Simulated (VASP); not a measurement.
# Ge (R-3m) in VASP: relaxation of the atoms with HSE06

Aim: the relaxation of the atoms of Ge with HSE06.

Everything below comes from runs of VASP 6.6.1. Logs are shortened: lines on timing, memory, paths and dates and some standing lists are left out, and cuts for length are marked.

### Step 1. The cell of the first run

Symmetry: R-3m, No. 166, trigonal system. The conventional cell has a = 4.121 Å, b = 4.121 Å, c = 10.094 Å, α = 90.00°, β = 90.00°, γ = 120.00°. Ge (site symmetry 3m) has 4 Ge at 2.51 to 2.58 Å within 3.3 Å.

### Step 2. Relaxation of the atoms, HSE06

Input file POSCAR:

```
Ge
1.0
    0.0000000000      2.9138700000      2.9138700000
    2.9138700000      0.0000000000      2.9138700000
    2.9138700000      2.9138700000      0.0000000000
Ge
2
Direct
    0.0000000000      0.0000000000      0.0000000000
    0.2551477900      0.2551477900      0.2551477900
```

Input file INCAR.step1:

```
ALGO = Normal
EDIFF = 1E-5
EDIFFG = -0.01
ENCUT = 450
GGA = PE
GGA_COMPAT = False
IBRION = 2
ISMEAR = 0
LASPH = True
LCHARG = False
LREAL = False
LWAVE = True
NBANDS = 21
NELM = 120
NELMIN = 4
NSW = 100
PREC = Accurate
SIGMA = 0.01
```

Input file INCAR.step2:

```
ALGO = Normal
EDIFF = 1E-7
EDIFFG = -0.01
ENCUT = 450
GGA = PE
GGA_COMPAT = False
HFSCREEN = 0.2079
IBRION = 2
ISIF = 2
ISMEAR = 0
ISTART = 1
LASPH = True
LCHARG = False
LHFCALC = True
LREAL = False
LWAVE = False
NELM = 120
NELMIN = 4
NSW = 80
PREC = Accurate
PRECFOCK = Normal
SIGMA = 0.01
```

Input file KPOINTS:

```
k-points
0
Gamma
  3 3 3
```

Potentials or basis: VASP PAW PBE potentials, release 64 (Ge_d).

Run with:

```bash
$ cat potpaw_PBE.64/Ge_d/POTCAR > POTCAR
$ cp INCAR.step1 INCAR
$ mpirun -np 1 vasp_std > vasp.out
$ cp INCAR.step2 INCAR
$ mpirun -np 1 vasp_std > vasp.out
```

OUTCAR:

```text
EDIFF = 1E-7
   EDIFFG = -0.01
   ENCUT = 450
   GGA = PE
   HFSCREEN = 0.2079
   IBRION = 2
   ISIF = 2
   ISMEAR = 0
   ISTART = 1
   LASPH = True
   LHFCALC = True
   LREAL = False
   NELM = 120
   NELMIN = 4
   NSW = 80
   PREC = Accurate
   PRECFOCK = Normal

 ion  position               nearest neighbor table
   1  0.000  0.000  0.000-   2 2.51   2 2.51   2 2.51   2 2.58
   2  0.255  0.255  0.255-   1 2.51   1 2.51   1 2.51   1 2.58

  LATTYP: Found a face centered cubic cell.
 ALAT       =     5.8277400000

  Lattice vectors:

 A1 = (   0.0000000000,   2.9138700000,   2.9138700000)
 A2 = (   2.9138700000,   0.0000000000,   2.9138700000)
 A3 = (   2.9138700000,   2.9138700000,   0.0000000000)

Analysis of symmetry for initial positions (statically):
=====================================================================
 Subroutine PRICEL returns:
 Original cell was already a primitive cell.

 Routine SETGRP: Setting up the symmetry group for a
 face centered cubic supercell.

 Subroutine GETGRP returns: Found 12 space group operations
 (whereof  6 operations were pure point group operations)
 out of a pool of 48 trial point group operations.

The static configuration has the point symmetry C_3v.
 The point group associated with its full space group is D_3d.

Analysis of symmetry for dynamics (positions and initial velocities):
=====================================================================
 Subroutine PRICEL returns:
 Original cell was already a primitive cell.

 Routine SETGRP: Setting up the symmetry group for a
 face centered cubic supercell.

 Subroutine GETGRP returns: Found 12 space group operations
 (whereof  6 operations were pure point group operations)
 out of a pool of 48 trial point group operations.

The dynamic configuration has the point symmetry C_3v.
 The point group associated with its full space group is D_3d.

 Subroutine INISYM returns: Found 12 space group operations
 (whereof  6 operations are pure point group operations),
 and found     1 'primitive' translations

----------------------------------------------------------------------------------------

                                     Primitive cell

  volume of cell :      49.4812

  direct lattice vectors                    reciprocal lattice vectors
     0.000000000  2.913870000  2.913870000    -0.171593105  0.171593105  0.171593105
     2.913870000  0.000000000  2.913870000     0.171593105 -0.171593105  0.171593105
     2.913870000  2.913870000  0.000000000     0.171593105  0.171593105 -0.171593105

  length of vectors
     4.120834473  4.120834473  4.120834473     0.297207976  0.297207976  0.297207976

  position of ions in fractional coordinates (direct lattice)
     0.000000000  0.000000000  0.000000000
     0.255147790  0.255147790  0.255147790

  ion indices of the primitive-cell ions
   primitive index   ion index
                 1           1
                 2           2

----------------------------------------------------------------------------------------

 KPOINTS: k-points

Automatic generation of k-mesh.
 Grid dimensions read from file:
 generate k-points for:    3    3    3

 Generating k-lattice:

  Cartesian coordinates                     Fractional coordinates (reciprocal lattice)
    -0.057197702  0.057197702  0.057197702     0.333333333  0.000000000  0.000000000
     0.057197702 -0.057197702  0.057197702     0.000000000  0.333333333  0.000000000
     0.057197702  0.057197702 -0.057197702     0.000000000  0.000000000  0.333333333

  Length of vectors
     0.099069325  0.099069325  0.099069325

  Shift w.r.t. Gamma in fractional coordinates (k-lattice)
     0.000000000  0.000000000  0.000000000

 Subroutine IBZKPT returns following result:
 ===========================================

 Found      6 irreducible k-points:

 Following reciprocal coordinates:
            Coordinates               Weight
  0.000000  0.000000  0.000000      1.000000
  0.333333  0.000000  0.000000      6.000000
  0.333333  0.333333  0.333333      2.000000
  0.333333  0.333333  0.000000      6.000000
 -0.333333  0.333333  0.000000      6.000000
  0.333333  0.333333 -0.333333      6.000000
   k-points           NKPTS =      6   k-points in BZ     NKDIM =     27   number of bands    NBANDS=     18
   number of dos      NEDOS =    301   number of ions     NIONS =      2
   total plane-waves  NPLWV =  27000
   dimension x,y,z NGX =    30 NGY =   30 NGZ =   30
   dimension x,y,z NGXF=    60 NGYF=   60 NGZF=   60
   ions per type =               2
   NGX,Y,Z   is equivalent  to a cutoff of  12.10, 12.10, 12.10 a.u.
   NGXF,Y,Z  is equivalent  to a cutoff of  24.21, 24.21, 24.21 a.u.
 SYSTEM =  unknown system
   PREC   = accura    normal or accurate (medium, high low for compatibility)
   ISTART =      1    job   : 0-new  1-cont  2-samecut
   ICHARG =      0    charge: 1-file 2-atom 10-const
   ISPIN  =      1    spin polarized calculation?
   LNONCOLLINEAR =      F non collinear calculations
   LSORBIT =      F    spin-orbit coupling
   LASPH  =      T    aspherical Exc in radial PAW
   ENCUT  =  450.0 eV  33.07 Ry    5.75 a.u.   7.13  7.13  7.13*2*pi/ulx,y,z
   NELM   =    120;   NELMIN=  4; NELMDL=  0     # of ELM steps
   EDIFF  = 0.1E-06   stopping-criterion for ELM
   LREAL  =      F    real-space projection
   EDIFFG = -.1E-01   stopping-criterion for IOM
   NSW    =     80    number of steps for IOM
   IBRION =      2    ionic relax: 0-MD 1-quasi-New 2-CG
   NFREE  =      1    steps in history (QN), initial steepest desc. (CG)
   ISIF   =      2    stress and relaxation
   ISYM   =      3    0-nonsym 1-usesym 2-fastsym
   POTIM  = 0.5000    time-step for ionic-motion
   TEBEG  =    0.0;   TEEND  =   0.0 temperature during run
   PSTRESS=    0.0 pullay stress
   NELECT =      28.0000    total number of electrons
   NUPDOWN=      -1.0000    fix difference up-down
   EMIN   =  10.00;   EMAX   =-10.00  energy-range for DOS
   EFERMI =   0.00;   METHOD = LEGACY
   ISMEAR =     0;   SIGMA  =   0.01  broadening in eV -4-tet -1-fermi 0-gaus
   EFERMI_NEDOS =   21; number of points for ismear=-14 and -15
   IALGO  =     38    algorithm
   IMIX   =      1    mixing-type and parameters
     AMIX     =   0.40;   BMIX     =  1.00
     AMIX_MAG =   1.60;   BMIX_MAG =  1.00
  volume/ion in A,a.u.               =      24.74       166.96
  Fermi-wavevector in a.u.,A,eV,Ry     =   1.354089  2.558858 24.947072  1.833558
  Thomas-Fermi vector in A             =   2.481290
   LORBIT       =      0    0 simple, 1 ext, 2 COOP (PROOUT), +10 PAW based schemes
   GGA     = PE    functional components
   LHFCALC =     T    Hartree Fock is set to
   PRECFOCK=normal    Normal, Fast or Accurate (Low or Medium for compatibility)
   ENCUT4O =  -1.0   cutoff for four orbital integrals eV
   NKREDX  =     1    reduce k-point grid by
   NKREDY  =     1    reduce k-point grid by
   NKREDZ  =     1    reduce k-point grid by
   AEXX    =    0.2500 exact exchange contribution
   HFSCREEN=    0.2079 screening length (either q_TF or 0.3 A-1)
   HFSCREENC=   0.2079 screening length for correlation (either q_TF or 0.3 A-1)
   ENCUTFOCK=  -1.0 apply spherical cutoff to Coloumb kernel
   IVDW    =     0    specifies the selected vdW correction
   LEPSILON=     F    determine dielectric tensor
   LRPA    =     F    only Hartree local field effects (RPA)
 conjugate gradient relaxation of ions
 non-spin polarized calculation
 Gauss-broadening in eV      SIGMA  =   0.01
  energy-cutoff  :      450.00
  volume of cell :       49.48
 maximum number of plane-waves:      1073
 NGX is ok and might be reduce to    30
  NGX = 24; NGY = 24; NGZ = 24

--------------------------------------- Ionic step        1  -------------------------------------------

 number of electron      27.9999985 magnetization

 Free energy of the ion-electron system (eV)
  ---------------------------------------------------
  ext. energy  EPLUGINS =         0.00000000
  ---------------------------------------------------
  free energy    TOTEN  =        -9.94704200 eV

  energy without entropy =       -9.94704200  energy(sigma->0) =       -9.94704200

------------------------ aborting loop because EDIFF is reached ----------------------------------------

  FORCE on cell =-STRESS in cart. coord.  units (eV):
  Direction    XX          YY          ZZ          XY          YZ          ZX
  --------------------------------------------------------------------------------------
  -------------------------------------------------------------------------------------
  Total       -0.6187828     -0.6187828     -0.6187828     -0.1722362     -0.1722362     -0.1722362
  in kB      -20.0358753    -20.0358753    -20.0358753     -5.5769198     -5.5769198     -5.5769198
  external PRESSURE =     -20.0358753 kB  Pullay stress =       0.0000000 kB

 VOLUME and BASIS-vectors are now :
 -----------------------------------------------------------------------------
  energy-cutoff  :      450.00
  volume of cell :       49.48
      direct lattice vectors                 reciprocal lattice vectors
     0.000000000  2.913870000  2.913870000    -0.171593105  0.171593105  0.171593105
     2.913870000  0.000000000  2.913870000     0.171593105 -0.171593105  0.171593105
     2.913870000  2.913870000  0.000000000     0.171593105  0.171593105 -0.171593105

 POSITION                                       TOTAL-FORCE (eV/Angst)
 -----------------------------------------------------------------------------------
      0.00000      0.00000      0.00000         0.091779      0.091779      0.091779
      1.48693      1.48693      1.48693        -0.091779     -0.091779     -0.091779
 -----------------------------------------------------------------------------------
    total drift:                               -0.000028     -0.000028     -0.000029

  FREE ENERGIE OF THE ION-ELECTRON SYSTEM (eV)
  ---------------------------------------------------
  free  energy   TOTEN  =        -9.9470420016 eV

  energy  without entropy=       -9.9470420016  energy(sigma->0) =       -9.94704200

--------------------------------------- Ionic step        2  -------------------------------------------

 number of electron      27.9999985 magnetization

 Free energy of the ion-electron system (eV)
  ---------------------------------------------------
  ext. energy  EPLUGINS =         0.00000000
  ---------------------------------------------------
  free energy    TOTEN  =        -9.94824189 eV

  energy without entropy =       -9.94824189  energy(sigma->0) =       -9.94824189

 E-fermi :   3.9453     XC(G=0):  -7.8357

 val. band max:        3.8727930143   @ k =   0.0000   0.0000   0.0000
 cond. band min:       4.2332637119   @ k =   0.0000   0.0000   0.0000
 fundamental gap:      0.3604706976
 Fermi energy:         3.9453383812

 k-point     1 :       0.0000    0.0000    0.0000
  band No.  band energies     occupation
      1     -23.8559      2.00000
      2     -23.8475      2.00000
      3     -23.8475      2.00000
      4     -23.8209      2.00000
      5     -23.8209      2.00000
      6     -23.6702      2.00000
[... 10 lines left out ...]
     17       7.1840      0.00000
     18       7.1840      0.00000

 k-point     2 :       0.3333    0.0000    0.0000
  band No.  band energies     occupation
      1     -23.8739      2.00000
      2     -23.8656      2.00000
      3     -23.8413      2.00000
      4     -23.7943      2.00000
      5     -23.7894      2.00000
      6     -23.6844      2.00000
[... 10 lines left out ...]
     17       8.4707      0.00000
     18      11.4698      0.00000

 k-point     3 :       0.3333    0.3333    0.3333
  band No.  band energies     occupation
      1     -23.8649      2.00000
      2     -23.8649      2.00000
      3     -23.8388      2.00000
      4     -23.7917      2.00000
      5     -23.7917      2.00000
      6     -23.6877      2.00000
[... 10 lines left out ...]
     17       8.3153      0.00000
     18      11.4686      0.00000

 k-point     4 :       0.3333    0.3333    0.0000
  band No.  band energies     occupation
      1     -23.8759      2.00000
      2     -23.8696      2.00000
      3     -23.8453      2.00000
      4     -23.7760      2.00000
      5     -23.7522      2.00000
      6     -23.7388      2.00000
[... 10 lines left out ...]
     17      11.7720      0.00000
     18      11.8165      0.00000

 k-point     5 :      -0.3333    0.3333    0.0000
  band No.  band energies     occupation
      1     -23.8916      2.00000
      2     -23.8820      2.00000
      3     -23.8141      2.00000
      4     -23.7525      2.00000
      5     -23.7435      2.00000
      6     -23.7248      2.00000
[... 10 lines left out ...]
     17      10.8385      0.00000
     18      10.9275      0.00000

 k-point     6 :       0.3333    0.3333   -0.3333
  band No.  band energies     occupation
      1     -23.8940      2.00000
      2     -23.8763      2.00000
      3     -23.7993      2.00000
      4     -23.7606      2.00000
      5     -23.7512      2.00000
      6     -23.7396      2.00000
[... 10 lines left out ...]
     17      10.8622      0.00000
     18      11.0391      0.00000

------------------------ aborting loop because EDIFF is reached ----------------------------------------

  FORCE on cell =-STRESS in cart. coord.  units (eV):
  Direction    XX          YY          ZZ          XY          YZ          ZX
  --------------------------------------------------------------------------------------
  -------------------------------------------------------------------------------------
  Total       -0.6313400     -0.6313400     -0.6313400     -0.1256286     -0.1256286     -0.1256286
  in kB      -20.4424712    -20.4424712    -20.4424712     -4.0677918     -4.0677918     -4.0677918
  external PRESSURE =     -20.4424712 kB  Pullay stress =       0.0000000 kB

 VOLUME and BASIS-vectors are now :
 -----------------------------------------------------------------------------
  energy-cutoff  :      450.00
  volume of cell :       49.48
      direct lattice vectors                 reciprocal lattice vectors
     0.000000000  2.913870000  2.913870000    -0.171593105  0.171593105  0.171593105
     2.913870000  0.000000000  2.913870000     0.171593105 -0.171593105  0.171593105
     2.913870000  2.913870000  0.000000000     0.171593105  0.171593105 -0.171593105

 POSITION                                       TOTAL-FORCE (eV/Angst)
 -----------------------------------------------------------------------------------
      0.00443      0.00443      0.00443        -0.002070     -0.002070     -0.002070
      1.48251      1.48251      1.48251         0.002070      0.002070      0.002070
 -----------------------------------------------------------------------------------
    total drift:                               -0.000048     -0.000048     -0.000049

  FREE ENERGIE OF THE ION-ELECTRON SYSTEM (eV)
  ---------------------------------------------------
  free  energy   TOTEN  =        -9.9482418935 eV

  energy  without entropy=       -9.9482418935  energy(sigma->0) =       -9.94824189

 reached required accuracy - stopping structural energy minimisation
```

It took 18 min on 1 thread of AMD EPYC 7R13, shared host; peak memory 0.25 GiB.

What came out:

```yaml
Free_energy: -9.9482 eV
Energy_gained_by_relaxing: 0.6 meV/atom
Ionic_steps: 2
Pressure_after_relaxing: -2.0 GPa
Largest_force_after_relaxing: 0.004 eV/Å
Band_gap_on_the_k_mesh: 0.36 eV, direct
```

Forces in eV/Å, atoms in the order of the input:
```
Ge  -0.002 -0.002 -0.002
Ge   0.002  0.002  0.002
```

The path:
| step | energy change (eV) | largest force (eV/Å) | pressure (GPa) |
| --- | --- | --- | --- |
| 1 | 0.0000 | 0.1590 | -2.00 |
| 2 | -0.0012 | 0.0036 | -2.04 |

Final structure:
```
Ge
1.0
     0.00000    2.91387    2.91387
     2.91387    0.00000    2.91387
     2.91387    2.91387    0.00000
Ge
2
Direct
  0.00076 0.00076 0.00076
  0.25439 0.25439 0.25439
```

Caveat: the k points lie up to 0.62 Å⁻¹ apart; the PAW data sets were made with another functional, which shifts forces and pressure a little. A k mesh can miss the band edges.
